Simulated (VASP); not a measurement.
# Si (I4/mmm) in VASP: further runs, part 2 of 2

VASP 6.6.1. Earlier steps stand in the parts before.

### 5 Single point, PBE (20.46 Å³/atom)

This run uses another cell than the first one, of 20.46 Å³/atom.

Contents of INCAR:

```
PREC = Accurate ; ENCUT = 520
EDIFF = 1E-6 ; ISMEAR = 0
SIGMA = 0.05 ; LREAL = F
LASPH = T ; NELM = 100
ALGO = Normal ; ISIF = 2
LWAVE = F ; LCHARG = T
GGA = PE ; LELF = T
LVHAR = T ; NBANDS = 16
```

Contents of KPOINTS:

```
Automatic mesh
0
Gamma
  12 12 12
```

Contents of POSCAR:

```
Si
1.0
   -3.1556953564      3.1556953564      2.0540421075
    3.1556953564     -3.1556953564      2.0540421075
    3.1556953564      3.1556953564     -2.0540421075
Si
4
Direct
    0.1786105079      0.1786105079      0.3572210158
    0.8213894921      0.8213894921      0.6427789842
    0.1786105079      0.8213894921      0.0000000000
    0.8213894921      0.1786105079      0.0000000000
```

Potentials or basis: VASP PAW PBE potentials, release 64 (Si).

Started as:

```bash
$ cat potpaw_PBE.64/Si/POTCAR > POTCAR
$ mpirun -np 1 vasp_std > vasp.out
```

OUTCAR:

```text
PREC = Accurate
   ENCUT = 520
   EDIFF = 1E-6
   ISMEAR = 0
   LREAL = F
   LASPH = T
   NELM = 100
   ISIF = 2
   GGA = PE

 ion  position               nearest neighbor table
   1  0.179  0.179  0.357-   3 2.25   4 2.25   2 2.42   2 2.42
   2  0.821  0.821  0.643-   3 2.25   4 2.25   1 2.42   1 2.42
   3  0.179  0.821  0.000-   1 2.25   2 2.25   4 2.42   4 2.42
   4  0.821  0.179  0.000-   1 2.25   2 2.25   3 2.42   3 2.42

  LATTYP: Found a body centered tetragonal cell.
 ALAT       =     6.3113907128
 C/A-ratio  =     0.6509000000

  Lattice vectors:

 A1 = (  -3.1556953564,   3.1556953564,   2.0540421075)
 A2 = (   3.1556953564,  -3.1556953564,   2.0540421075)
 A3 = (   3.1556953564,   3.1556953564,  -2.0540421075)

Analysis of symmetry for initial positions (statically):
=====================================================================
 Subroutine PRICEL returns:
 Original cell was already a primitive cell.

 Routine SETGRP: Setting up the symmetry group for a
 body centered tetragonal supercell.

 Subroutine GETGRP returns: Found 16 space group operations
 (whereof 16 operations were pure point group operations)
 out of a pool of 16 trial point group operations.

The static configuration has the point symmetry D_4h.

Analysis of symmetry for dynamics (positions and initial velocities):
=====================================================================
 Subroutine PRICEL returns:
 Original cell was already a primitive cell.

 Routine SETGRP: Setting up the symmetry group for a
 body centered tetragonal supercell.

 Subroutine GETGRP returns: Found 16 space group operations
 (whereof 16 operations were pure point group operations)
 out of a pool of 16 trial point group operations.

The dynamic configuration has the point symmetry D_4h.

 Subroutine INISYM returns: Found 16 space group operations
 (whereof 16 operations are pure point group operations),
 and found     1 'primitive' translations

[... 119 lines left out ...]
  volume/ion in A,a.u.               =      20.46       138.04
  Fermi-wavevector in a.u.,A,eV,Ry     =   0.950229  1.795673 12.285182  0.902935
  Thomas-Fermi vector in A             =   2.078586
   LORBIT       =      0    0 simple, 1 ext, 2 COOP (PROOUT), +10 PAW based schemes
   GGA     = PE    functional components
   LHFCALC =     F    Hartree Fock is set to
   AEXX    =    0.0000 exact exchange contribution
   IVDW    =     0    specifies the selected vdW correction
   LEPSILON=     F    determine dielectric tensor
   LRPA    =     F    only Hartree local field effects (RPA)
 non-spin polarized calculation
 Gauss-broadening in eV      SIGMA  =   0.05
  energy-cutoff  :      520.00
  volume of cell :       81.82
 maximum number of plane-waves:      2232
 NGX is ok and might be reduce to    40
   NGX = 19   NGY = 19   NGZ = 19

 number of electron      16.0000000 magnetization

 Free energy of the ion-electron system (eV)
  ---------------------------------------------------
  ext. energy  EPLUGINS =         0.00000000
  ---------------------------------------------------
  free energy    TOTEN  =       -20.77164119 eV

  energy without entropy =      -20.77109712  energy(sigma->0) =      -20.77136916

 E-fermi :   5.6734     XC(G=0):  -9.2504

 val. band max:        5.6619735589   @ k =  -0.4167   0.4167   0.2500
 cond. band min:       5.6823338483   @ k =  -0.4167   0.5000   0.3333
 fundamental gap:      0.0203602894
 Fermi energy:         5.6733839440

 k-point     1 :       0.0000    0.0000    0.0000
  band No.  band energies     occupation
      1      -6.5645      2.00000
      2      -1.1584      2.00000
      3       0.1477      2.00000
      4       0.1477      2.00000
      5       1.7858      2.00000
      6       3.8851      2.00000
[... 433 lines left out ...]
      3      -1.1816      2.00000
      4       0.8783      2.00000
      5       1.8057      2.00000
      6       3.0292      2.00000
[... 8 lines left out ...]
     15      11.9102      0.00000
     16      12.0980      0.00000

 [... further k-points ...]

------------------------ aborting loop because EDIFF is reached ----------------------------------------

  FORCE on cell =-STRESS in cart. coord.  units (eV):
  Direction    XX          YY          ZZ          XY          YZ          ZX
  --------------------------------------------------------------------------------------
  -------------------------------------------------------------------------------------
  Total        6.6952549      6.6952549     -4.3888235      0.0000000      0.0000000      0.0000000
  in kB      131.1046892    131.1046892    -85.9407670      0.0000000      0.0000000      0.0000000
  external PRESSURE =      58.7562038 kB  Pullay stress =       0.0000000 kB

 VOLUME and BASIS-vectors are now :
 -----------------------------------------------------------------------------
  energy-cutoff  :      520.00
  volume of cell :       81.82
      direct lattice vectors                 reciprocal lattice vectors
    -3.155695356  3.155695356  2.054042107     0.000000000  0.158443685  0.243422468
     3.155695356 -3.155695356  2.054042107     0.158443685  0.000000000  0.243422468
     3.155695356  3.155695356 -2.054042107     0.158443685  0.158443685  0.000000000

 POSITION                                       TOTAL-FORCE (eV/Angst)
 -----------------------------------------------------------------------------------
      1.12728      1.12728     -0.00000         1.306515      1.306515      0.000000
      2.02841      2.02841      2.05404        -1.306515     -1.306515     -0.000000
      2.02841     -2.02841      2.05404        -1.306515      1.306515     -0.000000
     -2.02841      2.02841      2.05404         1.306515     -1.306515     -0.000000
 -----------------------------------------------------------------------------------
    total drift:                               -0.000000     -0.000000      0.000000

  FREE ENERGIE OF THE ION-ELECTRON SYSTEM (eV)
  ---------------------------------------------------
  free  energy   TOTEN  =       -20.7716411941 eV

  energy  without entropy=      -20.7710971199  energy(sigma->0) =      -20.77136916
```

OSZICAR:

```text
N       E                     dE             d eps       ncg     rms          rms(c)
DAV:   1     0.250931377745E+02    0.25093E+02   -0.58969E+03  5216   0.813E+02
DAV:   2    -0.196037079799E+02   -0.44697E+02   -0.40110E+02  7080   0.118E+02
DAV:   3    -0.213614169037E+02   -0.17577E+01   -0.17404E+01  6984   0.219E+01
DAV:   4    -0.213831150954E+02   -0.21698E-01   -0.21693E-01  6520   0.314E+00
DAV:   5    -0.213835331652E+02   -0.41807E-03   -0.41805E-03  7208   0.413E-01    0.732E+00
DAV:   6    -0.209056134077E+02    0.47792E+00   -0.33020E-01  6456   0.311E+00    0.437E+00
DAV:   7    -0.207708875258E+02    0.13473E+00   -0.37956E-01  6816   0.310E+00    0.829E-01
DAV:   8    -0.207708662521E+02    0.21274E-04   -0.62068E-02  6184   0.146E+00    0.336E-01
DAV:   9    -0.207713458712E+02   -0.47962E-03   -0.42914E-03  6368   0.402E-01    0.139E-01
DAV:  10    -0.207715358032E+02   -0.18993E-03   -0.82280E-04  6672   0.158E-01    0.596E-02
DAV:  11    -0.207716554036E+02   -0.11960E-03   -0.23121E-04  6536   0.838E-02    0.260E-02
DAV:  12    -0.207716403720E+02    0.15032E-04   -0.47088E-05  6320   0.389E-02    0.800E-03
DAV:  13    -0.207716411941E+02   -0.82203E-06   -0.62270E-06  6824   0.134E-02
   1 F= -.20771641E+02 E0= -.20771369E+02  d E =-.544074E-03
```

It took 7.9 min on 1 thread of Intel Xeon 8259CL, shared host; peak memory 0.29 GiB.

What came out:

```
Free energy            : -20.7716 eV
Pressure               : 5.9 GPa
Largest force          : 1.848 eV/Å
Band gap on the k mesh : zero (bands 8 and 9 overlap by 0.36 eV)
```

Forces in eV/Å, atoms in the order of the input:
```
Si   1.307  1.307  0.000
Si  -1.307 -1.307  0.000
Si  -1.307  1.307  0.000
Si   1.307 -1.307  0.000
```

Stress tensor (GPa, compression positive):
```
13.11  0.00  0.00
 0.00 13.11  0.00
 0.00  0.00 -8.59
```

Levels at points of the mesh, in eV from the Fermi level:
| k point | band 5 | band 6 | band 7 | band 8 | band 9 | band 10 | band 11 | band 12 |
| --- | --- | --- | --- | --- | --- | --- | --- | --- |
| (0.00, 0.00, 0.00) | -3.89 | -1.79 | -1.79 | -0.77 | 0.58 | 1.38 | 1.38 | 3.08 |
| (0.50, 0.00, 0.00) | -4.32 | -3.48 | -2.44 | -0.85 | 1.15 | 3.17 | 3.43 | 3.75 |
| (0.50, 0.50, 0.00) | -2.62 | -2.57 | -2.02 | -1.18 | 0.92 | 1.34 | 2.26 | 4.18 |
| (0.50, 0.50, 0.50) | -3.70 | -0.62 | -0.09 | 0.30 | 0.30 | 2.92 | 4.11 | 4.11 |

Caveat: the stress differs along the axes, from -9 to 13 GPa; semilocal functionals underestimate gaps, and a narrow one can read as zero; forces of over 1 eV/Å act on the atoms, so gaps and moduli don't describe the material at rest.

### 6 Overview

| cell | gap on the mesh (eV) | pressure (GPa) | largest force (eV/Å) |
| --- | --- | --- | --- |
| a = 4.898 Å, angles 99.4, 99.4, 132.3°, 4 atoms | none | 8.4 | 1.39 |
| a = 5.143 Å, angles 96.6, 96.6, 140.2°, 4 atoms | none | 6.7 | 1.45 |
| a = 4.980 Å, angles 98.8, 98.8, 134.0°, 4 atoms | none | 5.0 | 0.63 |
| a = 4.913 Å, angles 100.1, 100.1, 130.6°, 4 atoms | none | 5.9 | 1.85 |

Alike in all rows: task single point; level PBE; potentials or basis VASP PAW PBE potentials, release 64 (Si); no spin polarisation; k mesh 12 × 12 × 12; cutoff (eV) 520; smearing gaussian 0.05 eV.

Caveats: semilocal functionals underestimate gaps, and a narrow one can read as zero; forces of over 1 eV/Å act on the atoms, so gaps and moduli don't describe the material at rest (at least some runs); the stress differs along the axes, from -2 to 14 GPa (at least some runs); the stress differs along the axes, from -1 to 23 GPa (at least some runs); the stress differs along the axes, from -0 to 8 GPa (at least some runs); the stress differs along the axes, from -9 to 13 GPa (at least some runs).

Total energies depend on the potentials used, so only differences within one code and one set of settings carry meaning.

The gap in the log of VASP goes by the Fermi energy; the results here count the filled bands.